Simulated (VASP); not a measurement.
Input of a VASP 6.6.1 run:

The input INCAR:

```
SYSTEM = Ag3SnO4
PREC     = Accurate       ! precision mode
ENCUT    = 600            ! plane-wave cutoff, eV
EDIFF    = 1E-6           ! SCF threshold, eV
ISMEAR   = 0              ! smearing method
SIGMA    = 0.1            ! smearing width, eV
LREAL    = .False.        ! projectors in reciprocal space
LASPH    = .True.         ! aspherical terms in the spheres
NELM     = 120            ! most SCF steps
ALGO     = Normal         ! electronic algorithm
ISIF     = 2              ! what is computed and relaxed
LWAVE    = .False.        ! write WAVECAR
LCHARG   = .False.        ! write CHGCAR
GGA      = PE             ! functional
NBANDS   = 46             ! bands
GGA_COMPAT= .False.
```

KPOINTS

```
regular mesh
0
Gamma
  8 8 8
  0 0 0
```

POSCAR

```
Ag3SnO4
1.0
    4.7437880684      0.0000000000      0.0000000000
    0.0000000000      4.7437880684      0.0000000000
    0.0000000000      0.0000000000      4.7437880684
Ag Sn O
3 1 4
Direct
    0.0000000000      0.5000000000      0.5000000000
    0.5000000000      0.0000000000      0.5000000000
    0.5000000000      0.5000000000      0.0000000000
    0.0000000000      0.0000000000      0.0000000000
    0.5000000000      0.0000000000      0.0000000000
    0.0000000000      0.5000000000      0.0000000000
    0.0000000000      0.0000000000      0.5000000000
    0.5000000000      0.5000000000      0.5000000000
```

Potentials or basis: VASP PAW PBE potentials, release 64 (Ag, Sn_d, O).

Launch:

```bash
$ cat potpaw_PBE.64/Ag/POTCAR potpaw_PBE.64/Sn_d/POTCAR potpaw_PBE.64/O/POTCAR > POTCAR
$ mpirun -np 1 vasp_std > vasp.out
```

Q: Predict the band gap on the k mesh.

A: Zero (an odd number of electrons rules out a gap without spin polarisation).

Q: Estimate the pressure.

A: -0.3 GPa.

Caveat: spin-orbit coupling is left out, which moves the levels of the heavy elements; an odd number of electrons without spin polarisation forces a metal; a magnetic or distorted state may lie lower.
